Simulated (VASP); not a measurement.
Wanted: the native input for a VASP 6.6.1 run.

* Task: single point
* Functional: PBE
* Potentials or basis: VASP PAW PBE potentials, release 64 (Co, Br)
* Cutoff: 520 eV
* k mesh: 6 × 6 × 6
* Occupations: gaussian, width 0.05 eV
* Spin: collinear spin
* Starting moments: [2.72, -0.1, -0.1, -0.1] μB
* Hubbard terms: Co d U = 3.3 eV
* Dipole correction: no
* Further INCAR settings: ALGO = Normal; EDIFF = 1e-06; NBANDS = 27

The structure of CoBr3 lies in POSCAR:

```
CoBr3
1.0
    5.0496084900      0.0000000000      0.0000000000
    0.0000000000      5.0496084900      0.0000000000
    0.0000000000      0.0000000000      5.0496084900
Co Br
1 3
Direct
    0.0000000000      0.0000000000      0.0000000000
    0.5000000000      0.0000000000      0.0000000000
    0.0000000000      0.0000000000      0.5000000000
    0.0000000000      0.5000000000      0.0000000000
```

The input as run:

INCAR

```
PREC = Accurate ; ENCUT = 520
EDIFF = 1E-6 ; ISMEAR = 0
SIGMA = 0.05 ; LREAL = False
LASPH = True ; NELM = 150
ALGO = Normal ; ISIF = 2
LWAVE = False ; LCHARG = False
ISPIN = 2 ; MAGMOM = 2.72 -0.1 -0.1 -0.1
LORBIT = 11 ; LMAXMIX = 4
LDAU = True ; LDAUTYPE = 2
LDAUL = 2 -1 ; LDAUU = 3.3 0
LDAUJ = 0 0 ; LDAUPRINT = 1
GGA = PE ; NBANDS = 27
```

KPOINTS

```
Automatic mesh
0
Gamma
  6 6 6
```

Potentials or basis: VASP PAW PBE potentials, release 64 (Co, Br).

Command:

```bash
$ cat potpaw_PBE.64/Co/POTCAR potpaw_PBE.64/Br/POTCAR > POTCAR
$ mpirun -np 1 vasp_std > vasp.out
```

It gave:

```json
{"Pressure": "-0.2 GPa", "Net moment": "2.59 μB per cell", "Site moments": "Co +2.16; Br +0.10 μB", "Valence electrons inside the program's atomic spheres": "Co 7.82; Br 4.80"}
```

It took 3.8 min on 1 thread of AMD EPYC 9R14 (Zen 4), with other jobs on the host, peak memory 0.31 GiB.
